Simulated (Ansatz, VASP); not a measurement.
## One calculation of ZnO, two programs

File INCAR:

```
SYSTEM = ZnO
ALGO = Normal
EDIFF = 1E-6
ENCUT = 600
GGA = CA
GGA_COMPAT = .False.
ISIF = 2
ISMEAR = 0
LASPH = .True.
LCHARG = .True.
LELF = .True.
LREAL = .False.
LVHAR = .True.
LWAVE = .False.
NBANDS = 26
NELM = 120
PREC = Accurate
SIGMA = 0.1
```

The input KPOINTS:

```
k-points
0
Gamma
  6 6 4
  0 0 0
```

The input POSCAR:

```
ZnO
1.0
    3.2400000000      0.0000000000      0.0000000000
   -1.6200000000      2.8059223000      0.0000000000
    0.0000000000      0.0000000000      5.2200000000
Zn O
2 2
Direct
    0.3333333000      0.6666667000      0.0000000000
    0.6666667000      0.3333333000      0.5000000000
    0.3333333000      0.6666667000      0.3770000000
    0.6666667000      0.3333333000      0.8770000000
```

Input for Ansatz:

```yaml
crystal:
  lattice:
    - [3.24, 0.0, 0.0]
    - [-1.62, 2.8059223, 0.0]
    - [0.0, 0.0, 5.22]
  atoms:
    - { symbol: Zn, position: [0.3333333, 0.6666667, 0.0] }
    - { symbol: Zn, position: [0.6666667, 0.3333333, 0.5] }
    - { symbol: O, position: [0.3333333, 0.6666667, 0.377] }
    - { symbol: O, position: [0.6666667, 0.3333333, 0.877] }
basis:
  ecutwfc: 420
kpoints:
  mp_grid: { grid: [6, 6, 4] }
hamiltonian:
  xc: lda
  pseudopotentials: { kind: paw, azcp: { folder: soft_1 } }
scf:
  occupations: { method: gaussian, width: 0.1 }
output:
  forces: true
  stress: true
  eigenvalues: true
```

Alike in both runs: task single point; functional LDA; k mesh 6 × 6 × 4; occupations gaussian, width 0.1 eV; no spin polarisation.

|  | VASP | Ansatz |
| --- | --- | --- |
| version | VASP 6.6.1 | Ansatz 0.2.0 |
| potentials or method | VASP PAW LDA potentials, release 64 (Zn, O), cutoff 600 eV | scalar-relativistic, plane waves, PAW |
| valence electrons in the cell | 36 | 36 |

```tsv
	VASP	Ansatz	Ansatz less VASP
gap on the k mesh at the Fermi level (eV)	0.74	0.73	-0.014
least direct gap on the mesh (eV)	0.74	0.73	-0.014
pressure (GPa)	-5.9	-6.7	-0.78
traceless stress, the component that is largest in VASP (GPa)	0.93	0.87	-0.054
rms of the force components (eV/Å)	0.046	0.043	-0.0023
```

Ansatz warns that its potentials were made for another functional, while VASP's fit it. LDA's correlation is that of Perdew and Zunger in VASP and of Perdew and Wang (1992) in Ansatz. Atom by atom the forces differ by 0.002 eV/Å (rms over components).
